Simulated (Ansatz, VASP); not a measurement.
SnSe in VASP and in Ansatz

INCAR

```
SYSTEM = SnSe
  PREC = Accurate
  ENCUT = 520
  EDIFF = 1E-6
  ISMEAR = -1
  SIGMA = 0.01
  LREAL = .False.
  LASPH = .True.
  NELM = 80
  ALGO = Normal
  ISIF = 2
  LWAVE = .False.
  LCHARG = .False.
  GGA = PS
  NBANDS = 17
```

KPOINTS

```
Automatic mesh
0
Gamma
  7 7 7
  0 0 0
```

The input POSCAR:

```
SnSe
1.0
    0.0000000000      3.0100000000      3.0401000000
    3.0100000000      0.0000000000      3.0401000000
    3.0100000000      3.0100000000      0.0000000000
Sn Se
1 1
Direct
    0.0000000000      0.0000000000      0.0000000000
    0.5000000000      0.5000000000      0.5000000000
```

Input for Ansatz:

```yaml
crystal:
  lattice:
    - [0.0, 3.01, 3.0401]
    - [3.01, 0.0, 3.0401]
    - [3.01, 3.01, 0.0]
  atoms:
    - { symbol: Sn, position: [0.0, 0.0, 0.0] }
    - { symbol: Se, position: [0.5, 0.5, 0.5] }
kpoints:
  mp_grid: { grid: [7, 7, 7] }
  band_path:
    path:
      - [0.0, 0.0, 0.0]
      - [0.0, 0.5, 0.5]
      - [0.25, 0.75, 0.5]
      - [0.0, 0.5, 0.0]
      - [0.0, 0.0, 0.0]
      - [0.5, 0.5, 0.0]
      - [0.3725370062, 0.6274629938, 0.0]
      - [-0.3725370062, 0.3725370062, 0.0]
      - [0.0, 0.0, 0.0]
    npoints: 5
scf:
  occupations: { method: fermi_dirac, width: 0.01 }
hamiltonian:
  xc: pbesol
  pseudopotentials: { kind: all_electron, lapw: { basis_error: 0.0005 } }
output:
  forces: true
  stress: true
  eigenvalues: true
```

Change from the starting cell: zz strain of +1 %.

Alike in both runs: task single point; functional PBEsol; k mesh 7 × 7 × 7; occupations fermi-dirac, width 0.01 eV; no spin polarisation.

|  | VASP | Ansatz |
| --- | --- | --- |
| version | VASP 6.6.1 | Ansatz 0.2.0 |
| potentials or method | VASP PAW PBE potentials, release 64 (Sn_d, Se), cutoff 520 eV | all-electron LAPW, scalar-relativistic |

```csv
,VASP,Ansatz,Ansatz less VASP
gap on the k mesh at the Fermi level (eV),0.70,0.70,+0.002
pressure (GPa),-2.3,-2.3,-0.01
"traceless stress, the component that is largest in VASP (GPa)",-0.71,-0.70,+0.005
```

VASP's potentials were made for PBE, not for PBEsol. Ansatz ran all-electron here, and VASP with PAW potentials.
